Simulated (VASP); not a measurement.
A run of VASP 6.6.1 is set up as follows.

The input INCAR:

```
SYSTEM = ZnCu
PREC     = Accurate       ! precision mode
ENCUT    = 520            ! plane-wave cutoff, eV
EDIFF    = 1E-6           ! SCF threshold, eV
ISMEAR   = -1             ! smearing method
SIGMA    = 0.2            ! smearing width, eV
LREAL    = .FALSE.        ! projectors in reciprocal space
LASPH    = .TRUE.         ! aspherical terms in the spheres
NELM     = 100            ! most SCF steps
ALGO     = Normal         ! electronic algorithm
ISIF     = 2              ! what is computed and relaxed
LWAVE    = .FALSE.        ! write WAVECAR
LCHARG   = .TRUE.         ! write CHGCAR
GGA      = PE             ! functional
LELF     = .TRUE.         ! ELF
LVHAR    = .TRUE.       
NBANDS   = 18             ! bands
```

File KPOINTS:

```
regular mesh
0
G
  10 10 10
  0 0 0
```

File POSCAR:

```
ZnCu
1.0
    2.9051978236      0.0000000000      0.0000000000
    0.0000000000      2.9051978236      0.0000000000
    0.0000000000      0.0000000000      2.9051978236
Zn Cu
1 1
Direct
    0.5000000000      0.5000000000      0.5000000000
    0.0000000000      0.0000000000      0.0000000000
```

Potentials or basis: VASP PAW PBE potentials, release 64 (Zn, Cu).

Run with:

```console
$ cat potpaw_PBE.64/Zn/POTCAR potpaw_PBE.64/Cu/POTCAR > POTCAR
$ mpirun -np 1 vasp_std > vasp.out
```

What does it give for the pressure?

8.7 GPa.
